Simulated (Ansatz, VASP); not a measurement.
**BAs in VASP and in Ansatz**

```
B As
1.0
     0.00000    2.68114    1.89556
     2.68114    0.00000    1.89556
     2.68114    2.68114    0.00000
B As
1 1
Direct
  0.00000 0.00000 0.00000
  0.75000 0.75000 0.75000
```

Alike in both runs: task single point; functional LDA; k mesh 12 × 12 × 12; occupations fermi-dirac, width 0.2 eV; no spin polarisation.

```csv
,VASP,Ansatz
version,VASP 6.6.1,Ansatz 0.2.0
potentials or method,"VASP PAW LDA potentials, release 64 (B, As), cutoff 520 eV","scalar-relativistic, plane waves, PAW"
valence electrons in the cell,8,18
```

```csv
,VASP,Ansatz,Ansatz less VASP
gap on the k mesh at the Fermi level (eV),none,none,-
pressure (GPa),-6.6,-7.2,-0.67
"traceless stress, the component that is largest in VASP (GPa)",20.59,20.82,+0.225
```

LDA's correlation is that of Perdew and Zunger in VASP and of Perdew and Wang (1992) in Ansatz. A gap of «none» marks a metal or a gap that the smearing closes. VASP's potentials hold 8 valence electrons a cell and Ansatz's 18, so a difference there can come from the potentials and not from the codes.
